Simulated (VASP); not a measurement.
# B (Cmcm) in VASP: further runs

Runs on B. Level: PBE. Tasks: relaxation of cell and atoms, single point.

All numbers are computed with VASP 6.6.1; they aren't measurements. Logs are shortened: lines on timing, memory, paths and dates and some standing lists are left out, and cuts for length are marked.

### Step 1. The cell of the first run

Symmetry: Cmcm, No. 63, orthorhombic system. Conventional cell: a = 8.560 Å, b = 5.131 Å, c = 4.611 Å, α = 90.00°, β = 90.00°, γ = 90.00°. B (site symmetry 1) has 4 B at 1.59 to 1.73 Å within 2.1 Å. B (site symmetry m) has 4 B at 1.59 to 1.73 Å within 2.1 Å.

The cell was built from a structure type or drawn by symmetry, and may not be a known phase.

### Step 2. Relaxation of cell and atoms, PBE

INCAR reads:

```
SYSTEM = B
  ALGO = Normal
  EDIFF = 1E-6
  EDIFFG = -0.04
  ENCUT = 600
  GGA = PE
  IBRION = 2
  ISIF = 3
  ISMEAR = 0
  LASPH = .True.
  LCHARG = .False.
  LREAL = .False.
  LWAVE = .False.
  NELM = 60
  NSW = 90
  PREC = Accurate
  SIGMA = 0.1
```

KPOINTS reads:

```
k-points
0
Gamma
  4 4 4
  0 0 0
```

POSCAR reads:

```
B
1.0
    4.2798504300     -2.5656376000      0.0000000000
    4.2798504300      2.5656376000      0.0000000000
    0.0000000000      0.0000000000      4.6105439100
B
12
Direct
    0.0137277300      0.3315595500      0.4371671500
    0.3315595500      0.0137277300      0.5628328500
    0.6684404500      0.9862722700      0.0628328500
    0.9862722700      0.6684404500      0.9371671500
    0.9862722700      0.6684404500      0.5628328500
    0.6684404500      0.9862722700      0.4371671500
    0.3315595500      0.0137277300      0.9371671500
    0.0137277300      0.3315595500      0.0628328500
    0.1587246700      0.8412753300      0.4372062500
    0.8412753300      0.1587246700      0.5627937500
    0.1587246700      0.8412753300      0.0627937500
    0.8412753300      0.1587246700      0.9372062500
```

Potentials or basis: VASP PAW PBE potentials, release 64 (B).

The run is started by

```console
cat potpaw_PBE.64/B/POTCAR > POTCAR
mpirun -np 1 vasp_std > vasp.out
```

OUTCAR:

```text
SYSTEM = B
   EDIFF = 1E-6
   EDIFFG = -0.04
   ENCUT = 600
   GGA = PE
   IBRION = 2
   ISIF = 3
   ISMEAR = 0
   LASPH = .True.
   LREAL = .False.
   NELM = 60
   NSW = 90
   PREC = Accurate

 ion  position               nearest neighbor table
   1  0.014  0.332  0.437-  10 1.59   5 1.72   8 1.73   2 1.73
   2  0.332  0.014  0.563-   9 1.59   6 1.72   7 1.73   1 1.73
   3  0.668  0.986  0.063-  12 1.59   7 1.72   6 1.73   4 1.73
   4  0.986  0.668  0.937-  11 1.59   8 1.72   5 1.73   3 1.73
   5  0.986  0.668  0.563-   9 1.59   1 1.72   4 1.73   6 1.73
   6  0.668  0.986  0.437-  10 1.59   2 1.72   3 1.73   5 1.73
   7  0.332  0.014  0.937-  11 1.59   3 1.72   2 1.73   8 1.73
   8  0.014  0.332  0.063-  12 1.59   4 1.72   1 1.73   7 1.73
   9  0.159  0.841  0.437-   2 1.59   5 1.59  11 1.73  10 1.73
  10  0.841  0.159  0.563-   1 1.59   6 1.59  12 1.73   9 1.73
  11  0.159  0.841  0.063-   4 1.59   7 1.59   9 1.73  12 1.73
  12  0.841  0.159  0.937-   3 1.59   8 1.59  10 1.73  11 1.73

  LATTYP: Found a base centered orthorhombic cell.
 ALAT       =     5.1312752000
 B/A-ratio  =     1.6681430105
 C/A-ratio  =     0.8985181520

  Lattice vectors:

 A1 = (  -4.2798504300,  -2.5656376000,   0.0000000000)
 A2 = (   4.2798504300,  -2.5656376000,   0.0000000000)
 A3 = (   0.0000000000,   0.0000000000,   4.6105439100)

Analysis of symmetry for initial positions (statically):
=====================================================================
 Subroutine PRICEL returns:
 Original cell was already a primitive cell.

 Routine SETGRP: Setting up the symmetry group for a
 base centered orthorhombic supercell.

 Subroutine GETGRP returns: Found  8 space group operations
 (whereof  4 operations were pure point group operations)
 out of a pool of  8 trial point group operations.

The static configuration has the point symmetry C_2h.
 The point group associated with its full space group is D_2h.

Analysis of symmetry for dynamics (positions and initial velocities):
=====================================================================
 Subroutine PRICEL returns:
 Original cell was already a primitive cell.

 Routine SETGRP: Setting up the symmetry group for a
 base centered orthorhombic supercell.

 Subroutine GETGRP returns: Found  8 space group operations
 (whereof  4 operations were pure point group operations)
 out of a pool of  8 trial point group operations.

The dynamic configuration has the point symmetry C_2h.
 The point group associated with its full space group is D_2h.

 Subroutine INISYM returns: Found  8 space group operations
 (whereof  4 operations are pure point group operations),
 and found     1 'primitive' translations

----------------------------------------------------------------------------------------

                                     Primitive cell

  volume of cell :     101.2526

  direct lattice vectors                    reciprocal lattice vectors
     4.279850430 -2.565637600  0.000000000     0.116826513 -0.194883330  0.000000000
     4.279850430  2.565637600  0.000000000     0.116826513  0.194883330  0.000000000
     0.000000000  0.000000000  4.610543910     0.000000000  0.000000000  0.216894149

  length of vectors
     4.989951503  4.989951503  4.610543910     0.227217839  0.227217839  0.216894149

  position of ions in fractional coordinates (direct lattice)
     0.013727730  0.331559550  0.437167150
     0.331559550  0.013727730  0.562832850
     0.668440450  0.986272270  0.062832850
     0.986272270  0.668440450  0.937167150
     0.986272270  0.668440450  0.562832850
     0.668440450  0.986272270  0.437167150
     0.331559550  0.013727730  0.937167150
     0.013727730  0.331559550  0.062832850
     0.158724670  0.841275330  0.437206250
     0.841275330  0.158724670  0.562793750
     0.158724670  0.841275330  0.062793750
     0.841275330  0.158724670  0.937206250

  ion indices of the primitive-cell ions
   primitive index   ion index
                 1           1
                 2           2
                 3           3
                 4           4
                 5           5
                 6           6
                 7           7
                 8           8
                 9           9
                10          10
                11          11
                12          12

----------------------------------------------------------------------------------------

 KPOINTS: k-points

Automatic generation of k-mesh.
 Grid dimensions read from file:
 generate k-points for:    4    4    4

 Generating k-lattice:

  Cartesian coordinates                     Fractional coordinates (reciprocal lattice)
     0.029206628 -0.048720833  0.000000000     0.250000000 -0.000000000  0.000000000
     0.029206628  0.048720833  0.000000000    -0.000000000  0.250000000  0.000000000
     0.000000000  0.000000000  0.054223537     0.000000000  0.000000000  0.250000000

  Length of vectors
     0.056804460  0.056804460  0.054223537

  Shift w.r.t. Gamma in fractional coordinates (k-lattice)
     0.000000000  0.000000000  0.000000000

 Subroutine IBZKPT returns following result:
 ===========================================

 Found     21 irreducible k-points:

 Following reciprocal coordinates:
            Coordinates               Weight
  0.000000  0.000000  0.000000      1.000000
  0.250000  0.000000  0.000000      4.000000
  0.500000  0.000000  0.000000      2.000000
  0.250000  0.250000  0.000000      2.000000
  0.500000  0.250000  0.000000      4.000000
 -0.250000  0.250000  0.000000      2.000000
[... 13 lines left out ...]
 -0.250000  0.250000  0.500000      2.000000
  0.500000  0.500000  0.500000      1.000000
   k-points           NKPTS =     21   k-points in BZ     NKDIM =     21   number of bands    NBANDS=     25
   number of dos      NEDOS =    301   number of ions     NIONS =     12
   total plane-waves  NPLWV =  64000
   dimension x,y,z NGX =    40 NGY =   40 NGZ =   40
   dimension x,y,z NGXF=    80 NGYF=   80 NGZF=   80
   ions per type =              12
   NGX,Y,Z   is equivalent  to a cutoff of  13.33, 13.33, 14.42 a.u.
   NGXF,Y,Z  is equivalent  to a cutoff of  26.65, 26.65, 28.85 a.u.
 SYSTEM =  B
   PREC   = accura    normal or accurate (medium, high low for compatibility)
   ISTART =      0    job   : 0-new  1-cont  2-samecut
   ICHARG =      2    charge: 1-file 2-atom 10-const
   ISPIN  =      1    spin polarized calculation?
   LNONCOLLINEAR =      F non collinear calculations
   LSORBIT =      F    spin-orbit coupling
   LASPH  =      T    aspherical Exc in radial PAW
   ENCUT  =  600.0 eV  44.10 Ry    6.64 a.u.   9.97  9.97  9.21*2*pi/ulx,y,z
   NELM   =     60;   NELMIN=  2; NELMDL= -5     # of ELM steps
   EDIFF  = 0.1E-05   stopping-criterion for ELM
   LREAL  =      F    real-space projection
   EDIFFG = -.4E-01   stopping-criterion for IOM
   NSW    =     90    number of steps for IOM
   IBRION =      2    ionic relax: 0-MD 1-quasi-New 2-CG
   NFREE  =      1    steps in history (QN), initial steepest desc. (CG)
   ISIF   =      3    stress and relaxation
   ISYM   =      2    0-nonsym 1-usesym 2-fastsym
   POTIM  = 0.5000    time-step for ionic-motion
   TEBEG  =    0.0;   TEEND  =   0.0 temperature during run
   PSTRESS=    0.0 pullay stress
   NELECT =      36.0000    total number of electrons
   NUPDOWN=      -1.0000    fix difference up-down
   EMIN   =  10.00;   EMAX   =-10.00  energy-range for DOS
   EFERMI =   0.00;   METHOD = LEGACY
   ISMEAR =     0;   SIGMA  =   0.10  broadening in eV -4-tet -1-fermi 0-gaus
   EFERMI_NEDOS =   21; number of points for ismear=-14 and -15
   IALGO  =     38    algorithm
   IMIX   =      4    mixing-type and parameters
     AMIX     =   0.40;   BMIX     =  1.00
     AMIX_MAG =   1.60;   BMIX_MAG =  1.00
  volume/ion in A,a.u.               =       8.44        56.94
  Fermi-wavevector in a.u.,A,eV,Ry     =   1.159775  2.191656 18.300890  1.345077
  Thomas-Fermi vector in A             =   2.296364
   LORBIT       =      0    0 simple, 1 ext, 2 COOP (PROOUT), +10 PAW based schemes
   GGA     = PE    functional components
   LHFCALC =     F    Hartree Fock is set to
   AEXX    =    0.0000 exact exchange contribution
   IVDW    =     0    specifies the selected vdW correction
   LEPSILON=     F    determine dielectric tensor
   LRPA    =     F    only Hartree local field effects (RPA)
 conjugate gradient relaxation of ions
 non-spin polarized calculation
 Gauss-broadening in eV      SIGMA  =   0.10
  energy-cutoff  :      600.00
  volume of cell :      101.25
 maximum number of plane-waves:      3408
   NGX = 19   NGY = 19   NGZ = 19

--------------------------------------- Ionic step        1  -------------------------------------------

 number of electron      36.0000000 magnetization

 Free energy of the ion-electron system (eV)
  ---------------------------------------------------
  ext. energy  EPLUGINS =         0.00000000
  ---------------------------------------------------
  free energy    TOTEN  =       -67.00100514 eV

  energy without entropy =      -66.98590807  energy(sigma->0) =      -66.99345661

------------------------ aborting loop because EDIFF is reached ----------------------------------------

  FORCE on cell =-STRESS in cart. coord.  units (eV):
  Direction    XX          YY          ZZ          XY          YZ          ZX
  --------------------------------------------------------------------------------------
  -------------------------------------------------------------------------------------
  Total       19.5743316     13.1417714     16.2550892      0.0000000      0.0000000      0.0000000
  in kB      309.7358401    207.9497623    257.2135696      0.0000000      0.0000000      0.0000000
  external PRESSURE =     258.2997240 kB  Pullay stress =       0.0000000 kB
[... 119 lines left out ...]
  FREE ENERGIE OF THE ION-ELECTRON SYSTEM (eV)
  ---------------------------------------------------
  free  energy   TOTEN  =       -68.6269530998 eV

  energy  without entropy=      -68.6092363133  energy(sigma->0) =      -68.61809471

[... ionic steps 4 to 53 ...]

--------------------------------------- Ionic step       54  -------------------------------------------

 number of electron      36.0000000 magnetization

------------------------ aborting loop because EDIFF is reached ----------------------------------------

  FORCE on cell =-STRESS in cart. coord.  units (eV):
  Direction    XX          YY          ZZ          XY          YZ          ZX
  --------------------------------------------------------------------------------------
  -------------------------------------------------------------------------------------
  Total       -0.1400119      0.2852249     -0.6880626      0.0000000     -0.0000000      0.0000000
  in kB       -2.1930193      4.4675024    -10.7771858      0.0000000     -0.0000000      0.0000000
  external PRESSURE =      -2.8342342 kB  Pullay stress =       0.0000000 kB
[... 77 lines left out ...]
  energy  without entropy=      -72.8894126384  energy(sigma->0) =      -72.89160221

--------------------------------------- Ionic step       56  -------------------------------------------

 number of electron      36.0000000 magnetization

 Free energy of the ion-electron system (eV)
  ---------------------------------------------------
  ext. energy  EPLUGINS =         0.00000000
  ---------------------------------------------------
  free energy    TOTEN  =       -72.89400949 eV

  energy without entropy =      -72.88958970  energy(sigma->0) =      -72.89179959

 E-fermi :   4.4209     XC(G=0): -10.7804

 val. band max:        4.4005472396   @ k =   0.5000   0.5000   0.5000
 cond. band min:       4.4561236323   @ k =   0.5000   0.5000   0.0000
 fundamental gap:      0.0555763927
 Fermi energy:         4.4208733238

 k-point     1 :       0.0000    0.0000    0.0000
  band No.  band energies     occupation
      1     -10.7798      2.00000
      2      -8.2680      2.00000
      3      -5.9898      2.00000
      4      -4.5093      2.00000
      5      -3.0634      2.00000
      6      -2.8442      2.00000
[... 616 lines left out ...]
  FREE ENERGIE OF THE ION-ELECTRON SYSTEM (eV)
  ---------------------------------------------------
  free  energy   TOTEN  =       -72.8940094882 eV

  energy  without entropy=      -72.8895897002  energy(sigma->0) =      -72.89179959

 reached required accuracy - stopping structural energy minimisation
```

Run time: 24 min. Hardware: 1 thread of Intel Xeon Platinum 8488C (Sapphire Rapids), shared host; peak memory 0.27 GiB.

What came out:

- Free energy: -72.8940 eV
- Relaxed volume: 8.53 Å³/atom
- Relaxed cell: a = 4.390 Å, b = 4.390 Å, c = 5.655 Å, α = 90.00°, β = 90.00°, γ = 69.91°
- Space group after relaxing (to 0.1 Å): Cmcm (No. 63)
- Energy gained by relaxing: 491.1 meV/atom
- Ionic steps: 56
- Pressure after relaxing: 0.0 GPa
- Largest force after relaxing: 0.031 eV/Å
- Band gap on the k mesh: zero (bands 18 and 19 overlap by 0.75 eV)

Forces on the atoms (eV/Å):
```
B   -0.012 -0.014  0.024
B   -0.012  0.014 -0.024
B    0.012 -0.014 -0.024
B    0.012  0.014  0.024
B    0.012  0.014 -0.024
B    0.012 -0.014  0.024
B   -0.012  0.014  0.024
B   -0.012 -0.014 -0.024
B    0.000 -0.010 -0.030
B    0.000  0.010  0.030
B    0.000 -0.010  0.030
B    0.000  0.010 -0.030
```

Step by step:
| step | energy change (eV) | largest force (eV/Å) | pressure (GPa) | volume (Å³) |
| --- | --- | --- | --- | --- |
| 1 | 0.0000 | 2.5941 | 25.83 | 101.25 |
| 3 | -1.6259 | 0.5316 | 0.56 | 112.90 |
| 5 | -1.8643 | 0.5794 | -2.87 | 115.40 |
| 7 | -2.4151 | 0.9412 | 7.29 | 108.01 |
| 9 | -2.4698 | 0.8832 | 8.47 | 107.26 |
| 11 | -2.4896 | 0.8914 | 9.36 | 106.75 |
| 13 | -2.6164 | 0.9346 | 10.62 | 105.77 |
| 15 | -2.8343 | 2.7550 | 16.12 | 101.80 |
| 17 | -3.1228 | 1.9110 | 13.51 | 102.76 |
| 19 | -3.8897 | 2.7834 | 8.25 | 101.50 |
| 21 | -4.7986 | 0.6260 | -11.26 | 102.30 |
| 23 | -5.0127 | 0.8607 | -6.17 | 102.15 |
| 25 | -5.1428 | 0.7304 | -2.67 | 100.40 |
| 27 | -5.1789 | 0.8701 | 0.51 | 98.95 |
| 29 | -5.3698 | 0.5700 | 2.92 | 96.94 |
| 31 | -5.4532 | 0.9579 | 6.17 | 94.75 |
| 33 | -5.5884 | 0.6114 | 2.12 | 95.95 |
| 35 | -5.7572 | 0.7301 | -0.17 | 98.72 |
| 37 | -5.8347 | 0.3444 | 1.46 | 98.76 |
| 39 | -5.8500 | 0.1635 | 1.18 | 99.49 |
| 41 | -5.8577 | 0.0705 | -0.09 | 100.55 |
| 43 | -5.8618 | 0.1284 | -0.33 | 100.89 |
| 45 | -5.8657 | 0.0650 | -0.09 | 100.92 |
| 47 | -5.8691 | 0.2165 | 0.32 | 100.98 |
| 49 | -5.8761 | 0.2001 | 0.62 | 101.13 |
| 51 | -5.8852 | 0.1225 | 0.69 | 101.55 |
| 53 | -5.8904 | 0.0849 | -0.10 | 102.10 |
| 55 | -5.8928 | 0.0423 | -0.10 | 102.32 |
| 56 | -5.8930 | 0.0311 | 0.00 | 102.33 |

Final structure:
```xyz
12
Lattice="3.5977 -2.5150 0.0000 3.5977 2.5150 0.0000 0.0000 0.0000 5.6546" Properties=species:S:1:pos:R:3 pbc="T T T"
B     1.2772    0.8806    2.2610
B     1.2772   -0.8806    3.3936
B     5.9183    0.8806    0.5663
B     5.9183   -0.8806    5.0883
B     5.9183   -0.8806    3.3936
B     5.9183    0.8806    2.2610
B     1.2772   -0.8806    5.0883
B     1.2772    0.8806    0.5663
B     3.5977    1.9058    2.2337
B     3.5977   -1.9058    3.4209
B     3.5977    1.9058    0.5936
B     3.5977   -1.9058    5.0610
```

Caveat: a cell axis changed by over 15 % at a fixed basis, so the end point is rough.

### Step 3. Single point, PBE

This run uses another cell than the first one, of 8.42 Å³/atom.

INCAR reads:

```
PREC = Accurate
ENCUT = 520
EDIFF = 1E-6
ISMEAR = 0
SIGMA = 0.1
LREAL = F
LASPH = T
NELM = 80
ALGO = Normal
ISIF = 2
LWAVE = F
LCHARG = F
GGA = PE
NBANDS = 30
```

KPOINTS reads:

```
Automatic mesh
0
Gamma
  10 10 8
```

POSCAR reads:

```
B
1.0
    3.5666933041     -2.5132975507      0.0000000000
    3.5666933041      2.5132975507      0.0000000000
    0.0000000000      0.0000000000      5.6337555122
B
12
Direct
    0.0215485251      0.3483866179      0.3993214789
    0.3483866179      0.0215485251      0.6006785211
    0.6516133821      0.9784514749      0.1006785211
    0.9784514749      0.6516133821      0.8993214789
    0.9784514749      0.6516133821      0.6006785211
    0.6516133821      0.9784514749      0.3993214789
    0.3483866179      0.0215485251      0.8993214789
    0.0215485251      0.3483866179      0.1006785211
    0.1306349846      0.8693650154      0.3969408383
    0.8693650154      0.1306349846      0.6030591617
    0.1306349846      0.8693650154      0.1030591617
    0.8693650154      0.1306349846      0.8969408383
```

Potentials or basis: VASP PAW PBE potentials, release 64 (B).

The run is started by

```console
cat potpaw_PBE.64/B/POTCAR > POTCAR
mpirun -np 1 vasp_std > vasp.out
```

Run time: 4.7 min. Hardware: 1 thread of Intel Xeon Platinum 8488C (Sapphire Rapids), shared host; peak memory 0.4 GiB.

It converged, with:

```
Free energy            : -73.1186 eV
Pressure               : 0.0 GPa
Largest force          : 0.008 eV/Å
Band gap on the k mesh : zero (bands 18 and 19 overlap by 0.76 eV)
```

Forces in eV/Å, atoms in the order of the input:
```
B   -0.001  0.000 -0.003
B   -0.001  0.000  0.003
B    0.001  0.000  0.003
B    0.001  0.000 -0.003
B    0.001  0.000  0.003
B    0.001  0.000 -0.003
B   -0.001  0.000 -0.003
B   -0.001  0.000  0.003
B    0.000 -0.003 -0.008
B    0.000  0.003  0.008
B    0.000 -0.003  0.008
B    0.000  0.003 -0.008
```

Levels at points of the mesh, in eV from the Fermi level:
```tsv
k point	band 14	band 15	band 16	band 17	band 18	band 19	band 20	band 21	band 22	band 23
(0.00, 0.00, 0.00)	-3.71	-2.82	-2.68	-2.66	-0.79	0.27	1.99	3.42	3.68	3.81
(0.50, 0.00, 0.00)	-2.38	-1.55	-1.00	0.14	0.15	0.26	0.90	2.35	2.88	3.89
(0.50, 0.50, 0.00)	-1.52	-1.13	-0.86	-0.81	0.14	0.23	0.87	1.49	1.76	3.34
(0.00, 0.00, 0.50)	-2.92	-1.89	-1.89	-1.66	-1.66	0.14	0.14	4.63	4.63	5.36
(0.50, 0.00, 0.50)	-2.29	-1.42	-1.42	-0.81	-0.81	1.05	1.05	1.55	1.55	4.92
(0.50, 0.50, 0.50)	-2.42	-1.28	-1.28	-0.43	-0.43	-0.13	-0.13	2.35	2.35	4.84
```
